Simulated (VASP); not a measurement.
Co: single point with PBEsol

Co:

```
Co
1.0
     2.45486    0.00000    0.00000
    -1.22743    2.12597    0.00000
     0.00000    0.00000    7.95504
Co
4
Direct
  0.00000 0.00000 0.00000
  0.00000 0.00000 0.50000
  0.33333 0.66667 0.25000
  0.66667 0.33333 0.75000
```

| Property | Result |
| --- | --- |
| Program | VASP 6.6.1 |
| Task | single point |
| Functional | PBEsol |
| Potentials or basis | VASP PAW PBE potentials, release 64 (Co) |
| Cutoff | 520 eV |
| k mesh | 19 × 19 × 6 |
| Occupations | fermi-dirac, width 0.05 eV |
| Spin | collinear spin, ferromagnetic start |
| Starting moments | [1.625, 1.625, 1.645, 1.645] μB |
| Dipole correction | no |
| Further INCAR settings | ALGO = Normal; EDIFF = 1e-06; NBANDS = 30 |

```yaml
Pressure: -0.4 GPa
Net_moment: 6.38 μB per cell
Site_moments: Co +1.59, +1.61 (each value once) μB
Valence_electrons_inside_the_program's_atomic_spheres: Co 8.36
```

Levels at points of the mesh, in eV from the Fermi level:
Spin up:
```csv
k point,band 18,band 19,band 20,band 21,band 22,band 23,band 24,band 25
"(0.00, 0.00, 0.00)",-1.46,-1.46,-1.12,-1.12,-0.69,-0.69,-0.25,6.65
"(0.00, 0.00, 0.50)",-1.62,-1.62,-1.62,-0.88,-0.88,-0.88,-0.88,9.71
```
Spin down:
```tsv
k point	band 10	band 11	band 12	band 13	band 14	band 15	band 16	band 17	band 18	band 19
(0.00, 0.00, 0.00)	-1.23	-1.14	-0.91	-0.91	-0.86	-0.86	-0.21	0.00	0.00	0.37
(0.00, 0.00, 0.50)	-1.14	-1.14	-1.14	-1.02	-1.02	-1.02	-1.02	0.20	0.20	0.20
```

It took 3 min on 1 thread of Intel(R) Xeon(R) 6975P-C (Granite Rapids) (shared host), peak memory 0.36 GiB.

Caveat: the PAW data sets were made with another functional, which shifts forces and pressure a little.
